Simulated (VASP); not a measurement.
# Si (Fm-3m) in VASP: a series of runs, part 2 of 2

VASP 6.6.1.

### 3 Single point, PBEsol

This run uses another cell than the first one, of 14.03 Å³/atom, 1.042 times its volume.

Contents of INCAR:

```
ALGO = Normal
EDIFF = 1E-7
ENCUT = 520
GGA = PS
ISIF = 2
ISMEAR = -1
LASPH = True
LCHARG = True
LELF = True
LREAL = False
LVHAR = True
LWAVE = False
NBANDS = 8
NELM = 80
PREC = Accurate
SIGMA = 0.1
```

Contents of KPOINTS:

```
k-points
0
Gamma
  16 16 16
```

Contents of POSCAR:

```
Si
1.0
    0.0000000000      1.9141877693      1.9141877693
    1.9141877693      0.0000000000      1.9141877693
    1.9141877693      1.9141877693      0.0000000000
Si
1
Direct
    0.0000000000      0.0000000000      0.0000000000
```

Potentials or basis: VASP PAW PBE potentials, release 64 (Si).

On the command line:

```bash
cat potpaw_PBE.64/Si/POTCAR > POTCAR
mpirun -np 1 vasp_std > vasp.out
```

OUTCAR:

```text
EDIFF = 1E-7
   ENCUT = 520
   GGA = PS
   ISIF = 2
   ISMEAR = -1
   LASPH = True
   LREAL = False
   NELM = 80
   PREC = Accurate

 ion  position               nearest neighbor table
   1  0.000  0.000  0.000-

  LATTYP: Found a face centered cubic cell.
 ALAT       =     3.8283755386

  Lattice vectors:

 A1 = (   0.0000000000,   1.9141877693,   1.9141877693)
 A2 = (   1.9141877693,   0.0000000000,   1.9141877693)
 A3 = (   1.9141877693,   1.9141877693,   0.0000000000)

Analysis of symmetry for initial positions (statically):
=====================================================================
 Subroutine PRICEL returns:
 Original cell was already a primitive cell.

 Routine SETGRP: Setting up the symmetry group for a
 face centered cubic supercell.

 Subroutine GETGRP returns: Found 48 space group operations
[... 9 lines left out ...]

 Routine SETGRP: Setting up the symmetry group for a
 face centered cubic supercell.

 Subroutine GETGRP returns: Found 48 space group operations
 (whereof 48 operations were pure point group operations)
 out of a pool of 48 trial point group operations.

The dynamic configuration has the point symmetry O_h .

 Subroutine INISYM returns: Found 48 space group operations
 (whereof 48 operations are pure point group operations),
 and found     1 'primitive' translations

----------------------------------------------------------------------------------------

                                     Primitive cell

  volume of cell :      14.0276

  direct lattice vectors                    reciprocal lattice vectors
     0.000000000  1.914187769  1.914187769    -0.261207395  0.261207395  0.261207395
     1.914187769  0.000000000  1.914187769     0.261207395 -0.261207395  0.261207395
     1.914187769  1.914187769  0.000000000     0.261207395  0.261207395 -0.261207395

  length of vectors
     2.707070304  2.707070304  2.707070304     0.452424479  0.452424479  0.452424479

  position of ions in fractional coordinates (direct lattice)
     0.000000000  0.000000000  0.000000000

  ion indices of the primitive-cell ions
   primitive index   ion index
                 1           1

----------------------------------------------------------------------------------------

 KPOINTS: k-points

Automatic generation of k-mesh.
 Grid dimensions read from file:
 generate k-points for:   16   16   16

 Generating k-lattice:

  Cartesian coordinates                     Fractional coordinates (reciprocal lattice)
    -0.016325462  0.016325462  0.016325462     0.062500000  0.000000000  0.000000000
     0.016325462 -0.016325462  0.016325462     0.000000000  0.062500000  0.000000000
     0.016325462  0.016325462 -0.016325462     0.000000000  0.000000000  0.062500000

  Length of vectors
     0.028276530  0.028276530  0.028276530

  Shift w.r.t. Gamma in fractional coordinates (k-lattice)
     0.000000000  0.000000000  0.000000000

 Subroutine IBZKPT returns following result:
 ===========================================

 Found    145 irreducible k-points:

 Following reciprocal coordinates:
            Coordinates               Weight
  0.000000  0.000000  0.000000      1.000000
  0.062500  0.000000  0.000000      8.000000
  0.125000  0.000000  0.000000      8.000000
  0.187500  0.000000  0.000000      8.000000
  0.250000  0.000000  0.000000      8.000000
  0.312500  0.000000  0.000000      8.000000
[... 16 lines left out ...]
 -0.125000  0.062500  0.000000     24.000000
 -0.062500  0.062500  0.000000     12.000000
 [... further k-points ...]
   k-points           NKPTS =    145   k-points in BZ     NKDIM =    145   number of bands    NBANDS=      8
   number of dos      NEDOS =    301   number of ions     NIONS =      1
   total plane-waves  NPLWV =   8000
   dimension x,y,z NGX =    20 NGY =   20 NGZ =   20
   dimension x,y,z NGXF=    40 NGYF=   40 NGZF=   40
   ions per type =               1
   NGX,Y,Z   is equivalent  to a cutoff of  12.28, 12.28, 12.28 a.u.
   NGXF,Y,Z  is equivalent  to a cutoff of  24.56, 24.56, 24.56 a.u.
 SYSTEM =  unknown system
   PREC   = accura    normal or accurate (medium, high low for compatibility)
   ISTART =      0    job   : 0-new  1-cont  2-samecut
   ICHARG =      2    charge: 1-file 2-atom 10-const
   ISPIN  =      1    spin polarized calculation?
   LNONCOLLINEAR =      F non collinear calculations
   LSORBIT =      F    spin-orbit coupling
   LASPH  =      T    aspherical Exc in radial PAW
   ENCUT  =  520.0 eV  38.22 Ry    6.18 a.u.   5.03  5.03  5.03*2*pi/ulx,y,z
   NELM   =     80;   NELMIN=  2; NELMDL= -5     # of ELM steps
   EDIFF  = 0.1E-06   stopping-criterion for ELM
   LREAL  =      F    real-space projection
   EDIFFG = 0.1E-05   stopping-criterion for IOM
   NSW    =      0    number of steps for IOM
   IBRION =     -1    ionic relax: 0-MD 1-quasi-New 2-CG
   NFREE  =      0    steps in history (QN), initial steepest desc. (CG)
   ISIF   =      2    stress and relaxation
   ISYM   =      2    0-nonsym 1-usesym 2-fastsym
   POTIM  = 0.5000    time-step for ionic-motion
   TEBEG  =    0.0;   TEEND  =   0.0 temperature during run
   PSTRESS=    0.0 pullay stress
   NELECT =       4.0000    total number of electrons
   NUPDOWN=      -1.0000    fix difference up-down
   EMIN   =  10.00;   EMAX   =-10.00  energy-range for DOS
   EFERMI =   0.00;   METHOD = LEGACY
   ISMEAR =    -1;   SIGMA  =   0.10  broadening in eV -4-tet -1-fermi 0-gaus
   EFERMI_NEDOS =   21; number of points for ismear=-14 and -15
   IALGO  =     38    algorithm
   IMIX   =      4    mixing-type and parameters
     AMIX     =   0.40;   BMIX     =  1.00
     AMIX_MAG =   1.60;   BMIX_MAG =  1.00
  volume/ion in A,a.u.               =      14.03        94.66
  Fermi-wavevector in a.u.,A,eV,Ry     =   1.077541  2.036256 15.797638  1.161094
  Thomas-Fermi vector in A             =   2.213455
   LORBIT       =      0    0 simple, 1 ext, 2 COOP (PROOUT), +10 PAW based schemes
   GGA     = PS    functional components
   LHFCALC =     F    Hartree Fock is set to
   AEXX    =    0.0000 exact exchange contribution
   IVDW    =     0    specifies the selected vdW correction
   LEPSILON=     F    determine dielectric tensor
   LRPA    =     F    only Hartree local field effects (RPA)
 non-spin polarized calculation
  energy-cutoff  :      520.00
  volume of cell :       14.03
 maximum number of plane-waves:       391
   NGX =  9   NGY =  9   NGZ =  9

 number of electron       4.0000000 magnetization

 Free energy of the ion-electron system (eV)
  ---------------------------------------------------
  ext. energy  EPLUGINS =         0.00000000
  ---------------------------------------------------
  free energy    TOTEN  =        -5.34679930 eV

  energy without entropy =       -5.33169763  energy(sigma->0) =       -5.33924847

 E-fermi :  10.5665     XC(G=0): -11.3709

 val. band max:       10.5609083646   @ k =  -0.2500   0.1250   0.0000
 cond. band min:      10.6405661125   @ k =  -0.4375   0.3125   0.0625
 fundamental gap:      0.0796577479
 Fermi energy:        10.5664966472

 k-point     1 :       0.0000    0.0000    0.0000
  band No.  band energies     occupation
      1      -4.2073      2.00000
      2      22.0424      0.00000
      3      22.0424      0.00000
      4      22.0424      0.00000
      5      22.5848      0.00000
      6      22.5848      0.00000
      7      22.5848      0.00000
      8      27.9852      0.00000

 k-point     2 :       0.0625    0.0000    0.0000
  band No.  band energies     occupation
      1      -4.0912      2.00000
      2      19.9032      0.00000
      3      21.3283      0.00000
      4      21.3283      0.00000
      5      23.4448      0.00000
      6      23.4448      0.00000
      7      23.7216      0.00000
      8      28.9355      0.00000

 k-point     3 :       0.1250    0.0000    0.0000
  band No.  band energies     occupation
      1      -3.7430      2.00000
      2      17.1952      0.00000
      3      20.5733      0.00000
      4      20.5733      0.00000
      5      24.0592      0.00000
      6      24.5308      0.00000
      7      24.5308      0.00000
      8      27.9949      0.00000
[... 210 lines left out ...]
 k-point    23 :      -0.1250    0.0625    0.0000
  band No.  band energies     occupation
      1      -3.4726      2.00000
      2      16.3459      0.00000
      3      18.4058      0.00000
      4      21.6368      0.00000
      5      23.7161      0.00000
      6      24.5124      0.00000
      7      25.7444      0.00000
      8      26.5704      0.00000

 k-point    24 :      -0.0625    0.0625    0.0000
  band No.  band energies     occupation
      1      -3.8977      2.00000
      2      18.9180      0.00000
      3      19.2113      0.00000
      4      22.1262      0.00000
      5      22.8846      0.00000
      6      24.1432      0.00000
      7      24.9477      0.00000
      8      27.7235      0.00000

 [... further k-points ...]
[... 5 lines left out ...]
  --------------------------------------------------------------------------------------
  -------------------------------------------------------------------------------------
  Total        0.0407585      0.0407585      0.0407585      0.0000000     -0.0000000      0.0000000
  in kB        4.6552703      4.6552703      4.6552703      0.0000000     -0.0000000      0.0000000
  external PRESSURE =       4.6552703 kB  Pullay stress =       0.0000000 kB

 VOLUME and BASIS-vectors are now :
 -----------------------------------------------------------------------------
  energy-cutoff  :      520.00
  volume of cell :       14.03
      direct lattice vectors                 reciprocal lattice vectors
     0.000000000  1.914187769  1.914187769    -0.261207395  0.261207395  0.261207395
     1.914187769  0.000000000  1.914187769     0.261207395 -0.261207395  0.261207395
     1.914187769  1.914187769  0.000000000     0.261207395  0.261207395 -0.261207395

 POSITION                                       TOTAL-FORCE (eV/Angst)
 -----------------------------------------------------------------------------------
      0.00000      0.00000      0.00000         0.000000     -0.000000      0.000000
 -----------------------------------------------------------------------------------
    total drift:                                0.000000      0.000000     -0.000000

  FREE ENERGIE OF THE ION-ELECTRON SYSTEM (eV)
  ---------------------------------------------------
  free  energy   TOTEN  =        -5.3467993024 eV

  energy  without entropy=       -5.3316976324  energy(sigma->0) =       -5.33924847
```

OSZICAR:

```text
N       E                     dE             d eps       ncg     rms          rms(c)
DAV:   1    -0.297726529154E+01   -0.29773E+01   -0.18689E+03  2504   0.386E+02
DAV:   2    -0.535770852194E+01   -0.23804E+01   -0.22704E+01  3488   0.295E+01
DAV:   3    -0.537300235456E+01   -0.15294E-01   -0.15267E-01  2576   0.242E+00
DAV:   4    -0.537301497706E+01   -0.12622E-04   -0.12622E-04  4000   0.762E-02
DAV:   5    -0.537301497880E+01   -0.17479E-08   -0.22698E-08  2576   0.598E-04    0.292E+00
DAV:   6    -0.535617980995E+01    0.16835E-01   -0.50457E-03  2800   0.304E-01    0.161E+00
DAV:   7    -0.534684542376E+01    0.93344E-02   -0.96706E-03  2776   0.420E-01    0.128E-01
DAV:   8    -0.534679959055E+01    0.45833E-04   -0.31771E-05  3592   0.428E-02    0.177E-02
DAV:   9    -0.534679970960E+01   -0.11906E-06   -0.32638E-07  3008   0.348E-03    0.115E-03
DAV:  10    -0.534679935053E+01    0.35907E-06   -0.17043E-08  2856   0.620E-04    0.728E-04
DAV:  11    -0.534679930242E+01    0.48114E-07   -0.26011E-10  1664   0.119E-04
   1 F= -.53467993E+01 E0= -.53392485E+01  d E =-.151017E-01
```

Run time: 7.9 s. Hardware: 1 thread of Intel Xeon 6975P-C, shared host; peak memory 0.13 GiB.

Results:

```yaml
Free_energy: -5.3468 eV
Pressure: 0.5 GPa
Band_gap_on_the_k_mesh: zero (band 2 reaches 22.04 eV, above the bottom of band 3 at 7.36 eV)
```

Levels at points of the mesh, in eV from the Fermi level:
```tsv
k point	band 1	band 2	band 3	band 4	band 5	band 6	band 7
(0.00, 0.00, 0.00)	-14.77	11.48	11.48	11.48	12.02	12.02	12.02
(0.50, 0.00, 0.00)	-7.72	-7.20	8.81	8.81	10.90	10.90	13.61
(0.50, 0.50, 0.00)	-5.54	-4.56	3.25	3.25	4.31	6.95	24.99
```

Caveat: the PAW data sets were made with another functional, which shifts forces and pressure a little.

### 4 Single point, PBEsol (volume scaled by 1.04)

Contents of INCAR:

```
SYSTEM = Si
PREC = Accurate
ENCUT = 520
EDIFF = 1E-6
ISMEAR = -1
SIGMA = 0.1
LREAL = .False.
LASPH = .True.
NELM = 80
ALGO = Normal
ISIF = 2
LWAVE = .False.
LCHARG = .True.
GGA = PS
LELF = .True.
LVHAR = .True.
NBANDS = 8
```

Contents of KPOINTS:

```
Automatic mesh
0
Gamma
  16 16 16
  0 0 0
```

Contents of POSCAR:

```
Si
1.0
    0.0000000000      1.9393773392      1.9393773392
    1.9393773392      0.0000000000      1.9393773392
    1.9393773392      1.9393773392      0.0000000000
Si
1
Direct
    0.0000000000      0.0000000000      0.0000000000
```

On the command line:

```bash
cat potpaw_PBE.64/Si/POTCAR > POTCAR
mpirun -np 1 vasp_std > vasp.out
```

Run time: 8.3 s. Hardware: 1 thread of Intel Xeon 6975P-C, shared host; peak memory 0.13 GiB.

Results (log left out):

* Free energy: -5.3422 eV
* Pressure: -3.0 GPa
* Band gap on the k mesh: zero (band 2 reaches 21.04 eV, above the bottom of band 3 at 6.94 eV)

Levels at points of the mesh, in eV from the Fermi level:
| k point | band 1 | band 2 | band 3 | band 4 | band 5 | band 6 |
| --- | --- | --- | --- | --- | --- | --- |
| (0.00, 0.00, 0.00) | -14.40 | 11.00 | 11.00 | 11.00 | 11.87 | 11.87 |
| (0.50, 0.00, 0.00) | -7.61 | -6.94 | 8.45 | 8.45 | 10.79 | 10.79 |
| (0.50, 0.50, 0.00) | -5.35 | -4.54 | 3.14 | 3.14 | 4.38 | 6.71 |

Caveat: the cell differs from its parent crystal (volume scaled by 1.04); the PAW data sets were made with another functional, which shifts forces and pressure a little.

### 5 Summary

| cell | gap on the mesh (eV) | pressure (GPa) |
| --- | --- | --- |
| a = 2.670 Å, angles 60.0°, 1 atom | none | 4.7 |
| a = 2.707 Å, angles 60.0°, 1 atom | none | 0.5 |
| a = 2.743 Å, angles 60.0°, 1 atom | none | -3.0 |

Alike in all rows: task single point; level PBEsol; potentials or basis VASP PAW PBE potentials, release 64 (Si); no spin polarisation; k mesh 16 × 16 × 16; cutoff (eV) 520; smearing fermi-dirac 0.1 eV.

Caveats: the PAW data sets were made with another functional, which shifts forces and pressure a little.

Total energies depend on the potentials used, so only differences within one code and one set of settings carry meaning.
